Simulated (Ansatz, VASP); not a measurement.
One calculation of Pt, two programs

```
Pt
1.0
     0.00000    1.98527    1.98527
     1.98527    0.00000    1.98527
     1.98527    1.98527    0.00000
Pt
1
Direct
  0.00000 0.00000 0.00000
```

Alike in both runs: functional PBE; k mesh 10 × 10 × 10; occupations gaussian, width 0.1 eV; no spin polarisation.

Ansatz relaxed the structure, and its values are those at the end. VASP's run is a single point on that final structure, the one shown.

|  | VASP | Ansatz |
| --- | --- | --- |
| version | VASP 6.6.1 | Ansatz 0.2.0 |
| potentials or method | VASP PAW PBE potentials, release 64 (Pt), cutoff 520 eV | scalar-relativistic, plane waves, PAW |
| valence electrons in the cell | 10 | 18 |

VASP gave:

| Item | Value |
| --- | --- |
| gap on the k mesh at the Fermi level (eV) | none |
| pressure (GPa) | -0.5 |

Problem. Which values does Ansatz return?

Solution. gap on the k mesh at the Fermi level (eV): none; pressure (GPa): 0.0.

A gap of «none» marks a metal or a gap that the smearing closes. VASP's potentials hold 10 valence electrons a cell and Ansatz's 18, so a difference there can come from the potentials and not from the codes.

Spin-orbit coupling is off throughout.
